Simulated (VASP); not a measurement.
# Hg (Pm-3m) in VASP: further runs

The runs below take Hg through single point, with PBE.

Program: VASP 6.6.1. These are calculated values, not measurements. Logs are shortened: lines on timing, memory, paths and dates and some standing lists are left out, and cuts for length are marked.

## (1) The cell of the first run

It takes space group Pm-3m (No. 221, cubic). The conventional cell has a = 2.340 Å, b = 2.340 Å, c = 2.340 Å, α = 90.00°, β = 90.00°, γ = 90.00°. Hg (site symmetry m-3m) has 6 Hg at 2.34 Å within 3.1 Å.

## (2) Single point, PBE (12.82 Å³/atom)

Contents of INCAR:

```
PREC = Accurate
ENCUT = 520
EDIFF = 1E-6
ISMEAR = -1
SIGMA = 0.08
LREAL = False
LASPH = True
NELM = 60
ALGO = Normal
ISIF = 2
LWAVE = False
LCHARG = False
GGA = PE
NBANDS = 12
```

Contents of KPOINTS:

```
Automatic mesh
0
Gamma
  12 12 12
```

Contents of POSCAR:

```
Hg
1.0
    2.3402918861      0.0000000000      0.0000000000
    0.0000000000      2.3402918861      0.0000000000
    0.0000000000      0.0000000000      2.3402918861
Hg
1
Direct
    0.0000000000      0.0000000000      0.0000000000
```

Potentials or basis: VASP PAW PBE potentials, release 64 (Hg).

Run with:

```bash
cat potpaw_PBE.64/Hg/POTCAR > POTCAR
mpirun -np 1 vasp_std > vasp.out
```

OUTCAR:

```text
PREC = Accurate
   ENCUT = 520
   EDIFF = 1E-6
   ISMEAR = -1
   LREAL = False
   LASPH = True
   NELM = 60
   ISIF = 2
   GGA = PE

 ion  position               nearest neighbor table
   1  0.000  0.000  0.000-

  LATTYP: Found a simple cubic cell.
 ALAT       =     2.3402918861

  Lattice vectors:

 A1 = (   2.3402918861,   0.0000000000,   0.0000000000)
 A2 = (   0.0000000000,   2.3402918861,   0.0000000000)
 A3 = (   0.0000000000,   0.0000000000,   2.3402918861)

Analysis of symmetry for initial positions (statically):
=====================================================================
 Subroutine PRICEL returns:
 Original cell was already a primitive cell.

 Routine SETGRP: Setting up the symmetry group for a
 simple cubic supercell.

 Subroutine GETGRP returns: Found 48 space group operations
 (whereof 48 operations were pure point group operations)
 out of a pool of 48 trial point group operations.

The static configuration has the point symmetry O_h .

Analysis of symmetry for dynamics (positions and initial velocities):
=====================================================================
 Subroutine PRICEL returns:
 Original cell was already a primitive cell.

 Routine SETGRP: Setting up the symmetry group for a
 simple cubic supercell.

 Subroutine GETGRP returns: Found 48 space group operations
 (whereof 48 operations were pure point group operations)
 out of a pool of 48 trial point group operations.

The dynamic configuration has the point symmetry O_h .

 Subroutine INISYM returns: Found 48 space group operations
 (whereof 48 operations are pure point group operations),
 and found     1 'primitive' translations

----------------------------------------------------------------------------------------

                                     Primitive cell

  volume of cell :      12.8177

  direct lattice vectors                    reciprocal lattice vectors
     2.340291886  0.000000000  0.000000000     0.427297127  0.000000000  0.000000000
     0.000000000  2.340291886  0.000000000     0.000000000  0.427297127  0.000000000
     0.000000000  0.000000000  2.340291886     0.000000000  0.000000000  0.427297127

  length of vectors
     2.340291886  2.340291886  2.340291886     0.427297127  0.427297127  0.427297127

  position of ions in fractional coordinates (direct lattice)
     0.000000000  0.000000000  0.000000000

  ion indices of the primitive-cell ions
   primitive index   ion index
                 1           1

----------------------------------------------------------------------------------------

 KPOINTS: Automatic mesh

Automatic generation of k-mesh.
 Grid dimensions read from file:
 generate k-points for:   12   12   12

 Generating k-lattice:

  Cartesian coordinates                     Fractional coordinates (reciprocal lattice)
     0.035608094  0.000000000  0.000000000     0.083333333  0.000000000  0.000000000
     0.000000000  0.035608094  0.000000000     0.000000000  0.083333333  0.000000000
     0.000000000  0.000000000  0.035608094     0.000000000  0.000000000  0.083333333

  Length of vectors
     0.035608094  0.035608094  0.035608094

  Shift w.r.t. Gamma in fractional coordinates (k-lattice)
     0.000000000  0.000000000  0.000000000

 Subroutine IBZKPT returns following result:
 ===========================================

 Found     84 irreducible k-points:

 Following reciprocal coordinates:
            Coordinates               Weight
  0.000000  0.000000  0.000000      1.000000
  0.083333  0.000000  0.000000      6.000000
  0.166667  0.000000  0.000000      6.000000
  0.250000  0.000000  0.000000      6.000000
  0.333333  0.000000  0.000000      6.000000
  0.416667  0.000000  0.000000      6.000000
[... 16 lines left out ...]
  0.333333  0.333333  0.000000     12.000000
  0.416667  0.333333  0.000000     24.000000
 [... further k-points ...]
   k-points           NKPTS =     84   k-points in BZ     NKDIM =     84   number of bands    NBANDS=     12
   number of dos      NEDOS =    301   number of ions     NIONS =      1
   total plane-waves  NPLWV =   5832
   dimension x,y,z NGX =    18 NGY =   18 NGZ =   18
   dimension x,y,z NGXF=    36 NGYF=   36 NGZF=   36
   ions per type =               1
   NGX,Y,Z   is equivalent  to a cutoff of  12.79, 12.79, 12.79 a.u.
   NGXF,Y,Z  is equivalent  to a cutoff of  25.57, 25.57, 25.57 a.u.
 SYSTEM =  unknown system
   PREC   = accura    normal or accurate (medium, high low for compatibility)
   ISTART =      0    job   : 0-new  1-cont  2-samecut
   ICHARG =      2    charge: 1-file 2-atom 10-const
   ISPIN  =      1    spin polarized calculation?
   LNONCOLLINEAR =      F non collinear calculations
   LSORBIT =      F    spin-orbit coupling
   LASPH  =      T    aspherical Exc in radial PAW
   ENCUT  =  520.0 eV  38.22 Ry    6.18 a.u.   4.35  4.35  4.35*2*pi/ulx,y,z
   NELM   =     60;   NELMIN=  2; NELMDL= -5     # of ELM steps
   EDIFF  = 0.1E-05   stopping-criterion for ELM
   LREAL  =      F    real-space projection
   EDIFFG = 0.1E-04   stopping-criterion for IOM
   NSW    =      0    number of steps for IOM
   IBRION =     -1    ionic relax: 0-MD 1-quasi-New 2-CG
   NFREE  =      0    steps in history (QN), initial steepest desc. (CG)
   ISIF   =      2    stress and relaxation
   ISYM   =      2    0-nonsym 1-usesym 2-fastsym
   POTIM  = 0.5000    time-step for ionic-motion
   TEBEG  =    0.0;   TEEND  =   0.0 temperature during run
   PSTRESS=    0.0 pullay stress
   NELECT =      12.0000    total number of electrons
   NUPDOWN=      -1.0000    fix difference up-down
   EMIN   =  10.00;   EMAX   =-10.00  energy-range for DOS
   EFERMI =   0.00;   METHOD = LEGACY
   ISMEAR =    -1;   SIGMA  =   0.08  broadening in eV -4-tet -1-fermi 0-gaus
   EFERMI_NEDOS =   21; number of points for ismear=-14 and -15
   IALGO  =     38    algorithm
   IMIX   =      4    mixing-type and parameters
     AMIX     =   0.40;   BMIX     =  1.00
     AMIX_MAG =   1.60;   BMIX_MAG =  1.00
  volume/ion in A,a.u.               =      12.82        86.50
  Fermi-wavevector in a.u.,A,eV,Ry     =   1.601518  3.026431 34.897048  2.564861
  Thomas-Fermi vector in A             =   2.698484
   LORBIT       =      0    0 simple, 1 ext, 2 COOP (PROOUT), +10 PAW based schemes
   GGA     = PE    functional components
   LHFCALC =     F    Hartree Fock is set to
   AEXX    =    0.0000 exact exchange contribution
   IVDW    =     0    specifies the selected vdW correction
   LEPSILON=     F    determine dielectric tensor
   LRPA    =     F    only Hartree local field effects (RPA)
 non-spin polarized calculation
  energy-cutoff  :      520.00
  volume of cell :       12.82
 maximum number of plane-waves:       360
 NGX is ok and might be reduce to    18
   NGX =  9   NGY =  9   NGZ =  9

 number of electron      11.9999996 magnetization

 Free energy of the ion-electron system (eV)
  ---------------------------------------------------
  ext. energy  EPLUGINS =         0.00000000
  ---------------------------------------------------
  free energy    TOTEN  =         5.30953926 eV

  energy without entropy =        5.31643121  energy(sigma->0) =        5.31298524

 E-fermi :  11.0476     XC(G=0): -14.4004

 val. band max:       11.0298914232   @ k =   0.5000   0.3333   0.1667
 cond. band min:      11.1435251617   @ k =   0.5000   0.2500   0.2500
 fundamental gap:      0.1136337385
 Fermi energy:        11.0475707066

 k-point     1 :       0.0000    0.0000    0.0000
  band No.  band energies     occupation
      1      -5.9137      2.00000
      2      -4.3054      2.00000
      3      -4.3054      2.00000
      4       3.6081      2.00000
      5       3.6081      2.00000
      6       3.6081      2.00000
      7      24.3842      0.00000
      8      24.3842      0.00000
      9      24.3842      0.00000
     10      31.2412      0.00000
     11      33.7224      0.00000
     12      33.7224      0.00000

 k-point     2 :       0.0833    0.0000    0.0000
  band No.  band energies     occupation
      1      -5.6671      2.00000
      2      -4.2589      2.00000
      3      -4.0387      2.00000
      4       3.3781      2.00000
      5       3.3781      2.00000
      6       3.6265      2.00000
      7      22.6173      0.00000
      8      24.8259      0.00000
      9      24.8259      0.00000
     10      32.0788      0.00000
     11      32.7738      0.00000
     12      35.0318      0.00000

 k-point     3 :       0.1667    0.0000    0.0000
  band No.  band energies     occupation
      1      -5.1077      2.00000
      2      -4.1298      2.00000
      3      -3.1183      2.00000
      4       2.7853      2.00000
      5       2.7853      2.00000
      6       3.6773      2.00000
      7      19.4884      0.00000
      8      26.0388      0.00000
      9      26.0388      0.00000
     10      30.8270      0.00000
     11      32.4534      0.00000
     12      38.8480      0.00000

 k-point     4 :       0.2500    0.0000    0.0000
  band No.  band energies     occupation
      1      -4.5120      2.00000
      2      -3.9486      2.00000
      3      -1.4545      2.00000
      4       2.0449      2.00000
      5       2.0449      2.00000
      6       3.7473      2.00000
      7      16.3684      0.00000
      8      27.7660      0.00000
      9      27.7660      0.00000
     10      28.8528      0.00000
     11      32.3689      0.00000
     12      42.3347      0.00000

 k-point     5 :       0.3333    0.0000    0.0000
  band No.  band energies     occupation
      1      -3.9725      2.00000
      2      -3.7618      2.00000
      3       0.7101      2.00000
      4       1.3682      2.00000
      5       1.3682      2.00000
      6       3.8179      2.00000
      7      13.5475      0.00000
      8      27.2593      0.00000
      9      29.7207      0.00000
     10      29.7207      0.00000
     11      31.8073      0.00000
     12      41.0352      0.00000

 k-point     6 :       0.4167    0.0000    0.0000
  band No.  band energies     occupation
      1      -3.6209      2.00000
      2      -3.5715      2.00000
      3       0.9058      2.00000
      4       0.9058      2.00000
      5       2.8871      2.00000
      6       3.8701      2.00000
      7      11.2147      0.22043
      8      26.2372      0.00000
      9      30.9152      0.00000
     10      31.5482      0.00000
     11      31.5482      0.00000
     12      39.3187      0.00000

 k-point     7 :       0.5000    0.0000    0.0000
  band No.  band energies     occupation
      1      -3.5684      2.00000
      2      -3.4200      2.00000
      3       0.7426      2.00000
      4       0.7426      2.00000
      5       3.8893      2.00000
      6       4.0028      2.00000
      7      10.1007      1.99999
      8      25.8858      0.00000
      9      30.4585      0.00000
     10      32.4446      0.00000
     11      32.4446      0.00000
     12      38.4179      0.00000

 k-point     8 :       0.0833    0.0833    0.0000
  band No.  band energies     occupation
      1      -5.4119      2.00000
      2      -4.0920      2.00000
      3      -3.9031      2.00000
      4       3.1420      2.00000
      5       3.3634      2.00000
      6       3.4334      2.00000
      7      22.7199      0.00000
      8      23.3314      0.00000
      9      25.2684      0.00000
     10      32.2461      0.00000
     11      34.2477      0.00000
     12      34.6763      0.00000
[... 166 lines left out ...]
 k-point    20 :       0.3333    0.2500    0.0000
  band No.  band energies     occupation
      1      -3.3811      2.00000
      2      -2.1069      2.00000
      3      -0.1060      2.00000
      4       1.5926      2.00000
      5       2.3764      2.00000
      6       3.0033      2.00000
      7      15.4294      0.00000
      8      20.7216      0.00000
      9      28.0323      0.00000
     10      32.9162      0.00000
     11      33.0771      0.00000
     12      38.5186      0.00000

 k-point    21 :       0.4167    0.2500    0.0000
  band No.  band energies     occupation
      1      -3.1577      2.00000
      2      -2.4087      2.00000
      3       0.1159      2.00000
      4       1.1526      2.00000
      5       2.4471      2.00000
      6       5.6429      2.00000
      7      12.4232      0.00000
      8      22.4663      0.00000
      9      26.4308      0.00000
     10      30.7294      0.00000
     11      34.9365      0.00000
     12      38.8467      0.00000

 k-point    22 :       0.5000    0.2500    0.0000
  band No.  band energies     occupation
      1      -3.0691      2.00000
      2      -2.5375      2.00000
      3       0.1784      2.00000
      4       0.9958      2.00000
      5       2.4743      2.00000
      6       7.7218      2.00000
      7      10.2926      1.99984
      8      24.4252      0.00000
      9      24.4696      0.00000
     10      29.9239      0.00000
     11      36.3223      0.00000
     12      37.4128      0.00000

 k-point    23 :       0.3333    0.3333    0.0000
  band No.  band energies     occupation
      1      -3.1549      2.00000
      2      -2.7731      2.00000
      3       1.5466      2.00000
      4       1.6473      2.00000
      5       1.8009      2.00000
      6       4.2307      2.00000
      7      15.1978      0.00000
      8      19.2461      0.00000
      9      26.4867      0.00000
     10      32.6258      0.00000
     11      34.4588      0.00000
     12      36.2980      0.00000

 k-point    24 :       0.4167    0.3333    0.0000
  band No.  band energies     occupation
      1      -3.3481      2.00000
      2      -2.8947      2.00000
      3       1.2792      2.00000
      4       1.8170      2.00000
      5       2.3554      2.00000
      6       6.6489      2.00000
      7      12.8595      0.00000
      8      20.1273      0.00000
      9      24.3849      0.00000
     10      31.7855      0.00000
     11      35.1716      0.00000
     12      35.9784      0.00000

 [... further k-points ...]
[... 5 lines left out ...]
  --------------------------------------------------------------------------------------
  -------------------------------------------------------------------------------------
  Total       21.6277257     21.6277257     21.6277257     -0.0000000      0.0000000     -0.0000000
  in kB     2703.4065005   2703.4065005   2703.4065005     -0.0000000      0.0000000     -0.0000000
  external PRESSURE =    2703.4065005 kB  Pullay stress =       0.0000000 kB

 VOLUME and BASIS-vectors are now :
 -----------------------------------------------------------------------------
  energy-cutoff  :      520.00
  volume of cell :       12.82
      direct lattice vectors                 reciprocal lattice vectors
     2.340291886  0.000000000  0.000000000     0.427297127  0.000000000  0.000000000
     0.000000000  2.340291886  0.000000000     0.000000000  0.427297127  0.000000000
     0.000000000  0.000000000  2.340291886     0.000000000  0.000000000  0.427297127

 POSITION                                       TOTAL-FORCE (eV/Angst)
 -----------------------------------------------------------------------------------
      0.00000      0.00000      0.00000         0.000000      0.000000      0.000000
 -----------------------------------------------------------------------------------
    total drift:                               -0.000000      0.000000      0.000000

  FREE ENERGIE OF THE ION-ELECTRON SYSTEM (eV)
  ---------------------------------------------------
  free  energy   TOTEN  =         5.3095392586 eV

  energy  without entropy=        5.3164312123  energy(sigma->0) =        5.31298524
```

Wall time 22 s (1 thread of Intel Xeon 8259CL, shared host); peak memory 0.13 GiB.

What came out:

| Property | Result |
| --- | --- |
| Free energy | 5.3095 eV |
| Pressure | 270.3 GPa |
| Band gap on the k mesh | zero (bands 6 and 7 overlap by 6.96 eV) |

Caveat: the cell stands under pressure; spin-orbit coupling is left out, which moves the levels of the heavy elements.

## (3) Single point, PBE (12.82 Å³/atom)

Contents of INCAR:

```
SYSTEM = Hg
ALGO = Normal ; EDIFF = 1E-7
ENCUT = 520 ; GGA = PE
ISIF = 2 ; ISMEAR = -1
LASPH = .TRUE. ; LCHARG = .FALSE.
LREAL = .FALSE. ; LWAVE = .FALSE.
NBANDS = 12 ; NELM = 100
PREC = Accurate ; SIGMA = 0.08
```

Contents of KPOINTS:

```
k-points
0
G
  12 12 12
  0 0 0
```

POSCAR is that of step 2.

Potentials or basis: VASP PAW PBE potentials, release 64 (Hg).

Run with:

```bash
cat potpaw_PBE.64/Hg/POTCAR > POTCAR
mpirun -np 1 vasp_std > vasp.out
```

Wall time 20 s (1 thread of Intel Xeon 8259CL, shared host); peak memory 0.13 GiB.

It converged, with:

| Item | Value |
| --- | --- |
| Free energy | 5.3095 eV |
| Pressure | 270.3 GPa |
| Band gap on the k mesh | zero (bands 6 and 7 overlap by 6.96 eV) |

Levels at points of the mesh, in eV from the Fermi level:
```csv
k point,band 4,band 5,band 6,band 7,band 8,band 9
"(0.00, 0.00, 0.00)",-7.44,-7.44,-7.44,13.34,13.34,13.34
"(0.50, 0.00, 0.00)",-10.30,-7.16,-7.04,-0.95,14.84,19.41
"(0.50, 0.50, 0.00)",-9.79,-5.22,-0.46,-0.46,6.73,9.80
"(0.50, 0.50, 0.50)",-5.03,-5.03,5.72,7.17,7.17,7.17
```

Caveat: the cell stands under pressure; spin-orbit coupling is left out, which moves the levels of the heavy elements.

(Part 1 of 3 ends here.)
